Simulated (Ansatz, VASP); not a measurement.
**Two plane-wave programs on LaVSe2O**

```
La Se V O
1.0
     0.00000    3.93421    0.00000
     5.92906   -1.96711    0.00000
     0.02858    0.00000   -8.54157
La Se V O
2 4 2 2
Cartesian
  2.7541 0.0000 -6.8509
  3.2036 1.9671 -1.6906
  5.3954 1.9671 -6.8380
  0.5622 0.0000 -1.7035
  1.6835 1.9671 -4.5712
  4.2741 0.0000 -3.9704
  0.0000 1.9671 0.0000
  0.0143 0.0000 -4.2708
  1.9586 1.9671 -8.0444
  3.9990 0.0000 -0.4971
```

Alike in both runs: task single point; functional PBE; k mesh 5 × 5 × 2; occupations gaussian, width 0.15 eV; no spin polarisation.

|  | VASP | Ansatz |
| --- | --- | --- |
| version | VASP 6.6.1 | Ansatz 0.2.0 |
| potentials or method | VASP PAW PBE potentials, release 64 (La, Se, V_sv, O), cutoff 520 eV | PAW plane waves |
| valence electrons in the cell | 84 | 124 |

|  | VASP | Ansatz | Ansatz less VASP |
| --- | --- | --- | --- |
| gap on the k mesh at the Fermi level (eV) | none | none | - |
| pressure (GPa) | -4.4 | -4.4 | -0.02 |
| traceless stress, the component that is largest in VASP (GPa) | -0.65 | -0.74 | -0.099 |
| rms of the force components (eV/Å) | 0.149 | 0.161 | +0.0129 |

Atom by atom the forces differ by 0.016 eV/Å (rms over components). A gap of «none» marks a metal or a gap that the smearing closes. The functional is the same, so the differences come from potentials, cutoffs and numerics. VASP's potentials hold 84 valence electrons a cell and Ansatz's 124, so a difference there can come from the potentials and not from the codes. Ansatz's warnings: stress scf threshold loose.

The k mesh is coarse, so the values compare programs but aren't converged. Neither program's run includes spin-orbit coupling.
